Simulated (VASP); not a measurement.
# Rh (P6_3/mmc) in VASP: settings compared

The runs below take Rh through single point, with PBEsol-based global hybrid with 25 % exact exchange, r2SCAN.

Program: VASP 6.6.1. These are calculated values, not measurements. Logs are shortened: lines on timing, memory, paths and dates and some standing lists are left out, and cuts for length are marked.

## (1) The cell of the first run

The structure is hexagonal, space group P6_3/mmc (No. 194). The conventional cell has a = 2.688 Å, b = 2.688 Å, c = 4.208 Å, α = 90.00°, β = 90.00°, γ = 120.00°. Within 3.4 Å of Rh (site symmetry -6m2) lie 12 Rh at 2.61 to 2.69 Å.

This isn't the form of Rh at room conditions, which is fcc.

## (2) Single point, PBEsol-based global hybrid with 25 % exact exchange

Contents of POSCAR:

```
Rh
1.0
    2.6884004011      0.0000000000      0.0000000000
   -1.3442002006      2.3282230429      0.0000000000
    0.0000000000      0.0000000000      4.2084080646
Rh
2
Direct
    0.3333333333      0.6666666667      0.2500000000
    0.6666666667      0.3333333333      0.7500000000
```

Contents of INCAR.step1:

```
SYSTEM = Rh
ALGO = Normal ; EDIFF = 1E-5
ENCUT = 520 ; GGA = PE
ISIF = 2 ; ISMEAR = -1
LASPH = .True. ; LCHARG = .False.
LREAL = .False. ; LWAVE = .True.
NBANDS = 22 ; NELM = 80
PREC = Accurate ; SIGMA = 0.05
```

Contents of INCAR.step2:

```
SYSTEM = Rh
AEXX = 0.25 ; ALGO = Normal
EDIFF = 1E-6 ; ENCUT = 520
GGA = PS ; ISIF = 2
ISMEAR = -1 ; ISTART = 1
LASPH = .True. ; LCHARG = .False.
LHFCALC = .True. ; LREAL = .False.
LWAVE = .False. ; NBANDS = 22
NELM = 80 ; PREC = Accurate
PRECFOCK = Normal ; SIGMA = 0.05
```

Contents of KPOINTS:

```
k-points
0
Gamma
  6 6 3
  0 0 0
```

Potentials or basis: VASP PAW PBE potentials, release 64 (Rh_pv).

Launch:

```sh
cat potpaw_PBE.64/Rh_pv/POTCAR > POTCAR
cp INCAR.step1 INCAR
mpirun -np 1 vasp_std > vasp.out
cp INCAR.step2 INCAR
mpirun -np 1 vasp_std > vasp.out
```

OUTCAR:

```text
SYSTEM = Rh
   AEXX = 0.25
   EDIFF = 1E-6
   ENCUT = 520
   GGA = PS
   ISIF = 2
   ISMEAR = -1
   ISTART = 1
   LASPH = .True.
   LHFCALC = .True.
   LREAL = .False.
   NELM = 80
   PREC = Accurate
   PRECFOCK = Normal

 ion  position               nearest neighbor table
   1  0.333  0.667  0.250-   2 2.61   2 2.61   2 2.61   2 2.61   2 2.61   2 2.61
   2  0.667  0.333  0.750-   1 2.61   1 2.61   1 2.61   1 2.61   1 2.61   1 2.61

  LATTYP: Found a hexagonal cell.
 ALAT       =     2.6884004011
 C/A-ratio  =     1.5653948210

  Lattice vectors:

 A1 = (   2.6884004011,   0.0000000000,   0.0000000000)
 A2 = (  -1.3442002006,   2.3282230429,   0.0000000000)
 A3 = (   0.0000000000,   0.0000000000,   4.2084080646)

Analysis of symmetry for initial positions (statically):
=====================================================================
 Subroutine PRICEL returns:
 Original cell was already a primitive cell.

 Routine SETGRP: Setting up the symmetry group for a
 hexagonal supercell.

 Subroutine GETGRP returns: Found 24 space group operations
 (whereof 12 operations were pure point group operations)
 out of a pool of 24 trial point group operations.

The static configuration has the point symmetry D_3d.
 The point group associated with its full space group is D_6h.

Analysis of symmetry for dynamics (positions and initial velocities):
=====================================================================
 Subroutine PRICEL returns:
 Original cell was already a primitive cell.

 Routine SETGRP: Setting up the symmetry group for a
 hexagonal supercell.

 Subroutine GETGRP returns: Found 24 space group operations
 (whereof 12 operations were pure point group operations)
 out of a pool of 24 trial point group operations.

The dynamic configuration has the point symmetry D_3d.
 The point group associated with its full space group is D_6h.

 Subroutine INISYM returns: Found 24 space group operations
 (whereof 12 operations are pure point group operations),
 and found     1 'primitive' translations

----------------------------------------------------------------------------------------

                                     Primitive cell

  volume of cell :      26.3412

  direct lattice vectors                    reciprocal lattice vectors
     2.688400401  0.000000000  0.000000000     0.371968402  0.214756057  0.000000000
    -1.344200201  2.328223043  0.000000000     0.000000000  0.429512114  0.000000000
     0.000000000  0.000000000  4.208408065     0.000000000  0.000000000  0.237619543

  length of vectors
     2.688400401  2.688400401  4.208408065     0.429512114  0.429512114  0.237619543

  position of ions in fractional coordinates (direct lattice)
     0.333333333  0.666666667  0.250000000
     0.666666667  0.333333333  0.750000000

  ion indices of the primitive-cell ions
   primitive index   ion index
                 1           1
                 2           2

----------------------------------------------------------------------------------------

 KPOINTS: k-points

Automatic generation of k-mesh.
 Grid dimensions read from file:
 generate k-points for:    6    6    3

 Generating k-lattice:

  Cartesian coordinates                     Fractional coordinates (reciprocal lattice)
     0.061994734  0.035792676  0.000000000     0.166666667 -0.000000000  0.000000000
     0.000000000  0.071585352  0.000000000     0.000000000  0.166666667  0.000000000
     0.000000000  0.000000000  0.079206514     0.000000000  0.000000000  0.333333333

  Length of vectors
     0.071585352  0.071585352  0.079206514

  Shift w.r.t. Gamma in fractional coordinates (k-lattice)
     0.000000000  0.000000000  0.000000000

 Subroutine IBZKPT returns following result:
 ===========================================

 Found     14 irreducible k-points:

 Following reciprocal coordinates:
            Coordinates               Weight
  0.000000  0.000000  0.000000      1.000000
  0.166667 -0.000000  0.000000      6.000000
  0.333333  0.000000  0.000000      6.000000
  0.500000 -0.000000  0.000000      3.000000
  0.166667  0.166667  0.000000      6.000000
  0.333333  0.166667  0.000000     12.000000
  0.333333  0.333333  0.000000      2.000000
  0.000000  0.000000  0.333333      2.000000
  0.166667 -0.000000  0.333333     12.000000
  0.333333  0.000000  0.333333     12.000000
  0.500000 -0.000000  0.333333      6.000000
  0.166667  0.166667  0.333333     12.000000
  0.333333  0.166667  0.333333     24.000000
  0.333333  0.333333  0.333333      4.000000
   k-points           NKPTS =     14   k-points in BZ     NKDIM =    108   number of bands    NBANDS=     22
   number of dos      NEDOS =    301   number of ions     NIONS =      2
   total plane-waves  NPLWV =  12800
   dimension x,y,z NGX =    20 NGY =   20 NGZ =   32
   dimension x,y,z NGXF=    40 NGYF=   40 NGZF=   64
   ions per type =               2
   NGX,Y,Z   is equivalent  to a cutoff of  12.37, 12.37, 12.64 a.u.
   NGXF,Y,Z  is equivalent  to a cutoff of  24.74, 24.74, 25.28 a.u.
 SYSTEM =  Rh
   PREC   = accura    normal or accurate (medium, high low for compatibility)
   ISTART =      1    job   : 0-new  1-cont  2-samecut
   ICHARG =      0    charge: 1-file 2-atom 10-const
   ISPIN  =      1    spin polarized calculation?
   LNONCOLLINEAR =      F non collinear calculations
   LSORBIT =      F    spin-orbit coupling
   LASPH  =      T    aspherical Exc in radial PAW
   ENCUT  =  520.0 eV  38.22 Ry    6.18 a.u.   5.00  5.00  7.82*2*pi/ulx,y,z
   NELM   =     80;   NELMIN=  2; NELMDL=  0     # of ELM steps
   EDIFF  = 0.1E-05   stopping-criterion for ELM
   LREAL  =      F    real-space projection
   EDIFFG = 0.1E-04   stopping-criterion for IOM
   NSW    =      0    number of steps for IOM
   IBRION =     -1    ionic relax: 0-MD 1-quasi-New 2-CG
   NFREE  =      0    steps in history (QN), initial steepest desc. (CG)
   ISIF   =      2    stress and relaxation
   ISYM   =      3    0-nonsym 1-usesym 2-fastsym
   POTIM  = 0.5000    time-step for ionic-motion
   TEBEG  =    0.0;   TEEND  =   0.0 temperature during run
   PSTRESS=    0.0 pullay stress
   NELECT =      30.0000    total number of electrons
   NUPDOWN=      -1.0000    fix difference up-down
   EMIN   =  10.00;   EMAX   =-10.00  energy-range for DOS
   EFERMI =   0.00;   METHOD = LEGACY
   ISMEAR =    -1;   SIGMA  =   0.05  broadening in eV -4-tet -1-fermi 0-gaus
   EFERMI_NEDOS =   21; number of points for ismear=-14 and -15
   IALGO  =     38    algorithm
   IMIX   =      1    mixing-type and parameters
     AMIX     =   0.40;   BMIX     =  1.00
     AMIX_MAG =   1.60;   BMIX_MAG =  1.00
  volume/ion in A,a.u.               =      13.17        88.88
  Fermi-wavevector in a.u.,A,eV,Ry     =   1.709634  3.230740 39.767763  2.922848
  Thomas-Fermi vector in A             =   2.788081
   LORBIT       =      0    0 simple, 1 ext, 2 COOP (PROOUT), +10 PAW based schemes
   GGA     = PS    functional components
   LHFCALC =     T    Hartree Fock is set to
   PRECFOCK=normal    Normal, Fast or Accurate (Low or Medium for compatibility)
   ENCUT4O =  -1.0   cutoff for four orbital integrals eV
   NKREDX  =     1    reduce k-point grid by
   NKREDY  =     1    reduce k-point grid by
   NKREDZ  =     1    reduce k-point grid by
   AEXX    =    0.2500 exact exchange contribution
   HFSCREEN=    0.0000 screening length (either q_TF or 0.3 A-1)
   HFSCREENC=   0.0000 screening length for correlation (either q_TF or 0.3 A-1)
   ENCUTFOCK=  -1.0 apply spherical cutoff to Coloumb kernel
   IVDW    =     0    specifies the selected vdW correction
   LEPSILON=     F    determine dielectric tensor
   LRPA    =     F    only Hartree local field effects (RPA)
 non-spin polarized calculation
  energy-cutoff  :      520.00
  volume of cell :       26.34
 maximum number of plane-waves:       720
 NGX is ok and might be reduce to    20
  NGX = 16; NGY = 16; NGZ = 24

 number of electron      29.9999992 magnetization

 Free energy of the ion-electron system (eV)
  ---------------------------------------------------
  ext. energy  EPLUGINS =         0.00000000
  ---------------------------------------------------
  free energy    TOTEN  =       -19.70380248 eV

  energy without entropy =      -19.69126304  energy(sigma->0) =      -19.69753276

 E-fermi :  11.9523     XC(G=0): -11.3246

 val. band max:       11.8972940713   @ k =   0.3333   0.1667   0.3333
 cond. band min:      12.4665785978   @ k =   0.3333   0.0000   0.3333
 fundamental gap:      0.5692845265
 Fermi energy:        11.9522740641

 k-point     1 :       0.0000    0.0000    0.0000
  band No.  band energies     occupation
      1     -38.8747      2.00000
      2     -37.8853      2.00000
      3     -37.8853      2.00000
      4     -37.7809      2.00000
      5     -37.7034      2.00000
      6     -37.7034      2.00000
[... 14 lines left out ...]
     21      32.6129      0.00000
     22      32.9905      0.00000

 k-point     2 :       0.1667   -0.0000    0.0000
  band No.  band energies     occupation
      1     -38.7862      2.00000
      2     -38.0486      2.00000
      3     -37.9414      2.00000
      4     -37.8772      2.00000
      5     -37.8246      2.00000
      6     -37.7288      2.00000
[... 14 lines left out ...]
     21      32.9110      0.00000
     22      33.1160      0.00000

 k-point     3 :       0.3333    0.0000    0.0000
  band No.  band energies     occupation
      1     -38.5752      2.00000
      2     -38.3788      2.00000
      3     -38.2072      2.00000
      4     -38.0490      2.00000
      5     -37.9511      2.00000
      6     -37.7848      2.00000
[... 14 lines left out ...]
     21      28.9442      0.00000
     22      29.9867      0.00000
[... 226 lines left out ...]
 k-point    13 :       0.3333    0.1667    0.3333
  band No.  band energies     occupation
      1     -38.6240      2.00000
      2     -38.5242      2.00000
      3     -38.1965      2.00000
      4     -38.0757      2.00000
      5     -37.9875      2.00000
      6     -37.9019      2.00000
[... 14 lines left out ...]
     21      26.7657      0.00000
     22      29.6441      0.00000

 k-point    14 :       0.3333    0.3333    0.3333
  band No.  band energies     occupation
      1     -38.5282      2.00000
      2     -38.5282      2.00000
      3     -38.3467      2.00000
      4     -38.1667      2.00000
      5     -37.9608      2.00000
      6     -37.9608      2.00000
[... 14 lines left out ...]
     21      25.5147      0.00000
     22      25.5147      0.00000

------------------------ aborting loop because EDIFF is reached ----------------------------------------

  FORCE on cell =-STRESS in cart. coord.  units (eV):
  Direction    XX          YY          ZZ          XY          YZ          ZX
  --------------------------------------------------------------------------------------
  -------------------------------------------------------------------------------------
  Total        0.2984691      0.2984691     -0.3144279     -0.0000000     -0.0000000      0.0000000
  in kB       18.1540516     18.1540516    -19.1247300     -0.0000000     -0.0000000      0.0000000
  external PRESSURE =       5.7277911 kB  Pullay stress =       0.0000000 kB

 VOLUME and BASIS-vectors are now :
 -----------------------------------------------------------------------------
  energy-cutoff  :      520.00
  volume of cell :       26.34
      direct lattice vectors                 reciprocal lattice vectors
     2.688400401  0.000000000  0.000000000     0.371968402  0.214756057  0.000000000
    -1.344200201  2.328223043  0.000000000     0.000000000  0.429512114  0.000000000
     0.000000000  0.000000000  4.208408065     0.000000000  0.000000000  0.237619543

 POSITION                                       TOTAL-FORCE (eV/Angst)
 -----------------------------------------------------------------------------------
     -0.00000      1.55215      1.05210         0.000000      0.000000      0.000000
      1.34420      0.77607      3.15631        -0.000000     -0.000000     -0.000000
 -----------------------------------------------------------------------------------
    total drift:                                0.000000      0.000000     -0.000000

  FREE ENERGIE OF THE ION-ELECTRON SYSTEM (eV)
  ---------------------------------------------------
  free  energy   TOTEN  =       -19.7038024777 eV

  energy  without entropy=      -19.6912630423  energy(sigma->0) =      -19.69753276
```

It took 45 min on 1 thread of Intel Xeon 8259CL, shared host; peak memory 0.16 GiB.

What came out:

```yaml
Free_energy: -19.7038 eV
Pressure: 0.6 GPa
Band_gap_on_the_k_mesh: zero (bands 15 and 16 overlap by 3.53 eV)
```

Caveat: the k points lie up to 0.50 Å⁻¹ apart, too coarse for converged energies and pressures of a metal; the PAW data sets were made with another functional, which shifts forces and pressure a little.

(Continued in part 2 of 2.)

The gap in the log of VASP goes by the Fermi energy; the results here count the filled bands.